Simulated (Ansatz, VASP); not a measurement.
One calculation of HfO2, two programs

Contents of INCAR:

```
PREC     = Accurate       # precision mode
ENCUT    = 520            # plane-wave cutoff, eV
EDIFF    = 1E-6           # SCF threshold, eV
ISMEAR   = 0              # smearing method
SIGMA    = 0.05           # smearing width, eV
LREAL    = False          # projectors in reciprocal space
LASPH    = True           # aspherical terms in the spheres
NELM     = 80             # most SCF steps
ALGO     = Normal         # electronic algorithm
ISIF     = 2              # what is computed and relaxed
LWAVE    = False          # write WAVECAR
LCHARG   = True           # write CHGCAR
GGA      = PE             # functional
LELF     = True           # ELF
LVHAR    = True         
NBANDS   = 43             # bands
```

File KPOINTS:

```
Automatic mesh
0
Gamma
  7 7 3
```

POSCAR

```
HfO2
1.0
    2.5488057606     -2.5488057606      0.0000000000
    2.5488057606      0.0000000000     -2.5488057606
    5.9473833618      4.6727256009      4.6727256009
Hf O
3 6
Direct
   -0.1180819450     -0.1180819450      0.7083500000
    0.2708180550      0.2708180550      0.3750166667
    0.6597180550      0.6597180550      0.0416833333
    0.6180430550      0.6180430550      0.2916833333
    0.8402430550     -0.1597569450      0.9583500000
    0.2291430550      0.2291430550      0.6250166667
    0.5346930550      0.5346930550      0.7916833333
    0.9235930550      0.9235930550      0.4583500000
    0.3124930550      0.3124930550      0.1250166667
```

Input for Ansatz:

```yaml
crystal:
  lattice:
    - [2.5488057606, -2.5488057606, 0.0]
    - [2.5488057606, 0.0, -2.5488057606]
    - [5.9473833618, 4.6727256009, 4.6727256009]
  atoms:
    - { symbol: Hf, position: [-0.118081945, -0.118081945, 0.70835] }
    - { symbol: Hf, position: [0.270818055, 0.270818055, 0.3750166667] }
    - { symbol: Hf, position: [0.659718055, 0.659718055, 0.0416833333] }
    - { symbol: O, position: [0.618043055, 0.618043055, 0.2916833333] }
    - { symbol: O, position: [0.840243055, -0.159756945, 0.95835] }
    - { symbol: O, position: [0.229143055, 0.229143055, 0.6250166667] }
    - { symbol: O, position: [0.534693055, 0.534693055, 0.7916833333] }
    - { symbol: O, position: [0.923593055, 0.923593055, 0.45835] }
    - { symbol: O, position: [0.312493055, 0.312493055, 0.1250166667] }
basis:
  ecutwfc: 420
kpoints:
  mp_grid: { grid: [7, 7, 3] }
hamiltonian:
  xc: pbe
scf:
  occupations: { method: gaussian, width: 0.05 }
output:
  forces: true
  stress: true
  eigenvalues: true
```

Alike in both runs: task single point; functional PBE; k mesh 7 × 7 × 3; occupations gaussian, width 0.05 eV; no spin polarisation.

```csv
,VASP,Ansatz
version,VASP 6.6.1,Ansatz 0.2.0
potentials or method,"VASP PAW PBE potentials, release 64 (Hf_pv, O), cutoff 520 eV","scalar-relativistic, plane waves, PAW"
valence electrons in the cell,66,114
```

```tsv
	VASP	Ansatz	Ansatz less VASP
gap on the k mesh at the Fermi level (eV)	2.97	2.87	-0.104
least direct gap on the mesh (eV)	3.08	3.00	-0.078
rms of the force components (eV/Å)	26.567	24.585	-1.9824
```

Atom by atom the forces differ by 1.984 eV/Å (rms over components). VASP's potentials hold 66 valence electrons a cell and Ansatz's 114, so a difference there can come from the potentials and not from the codes.

Neither program's run includes spin-orbit coupling.
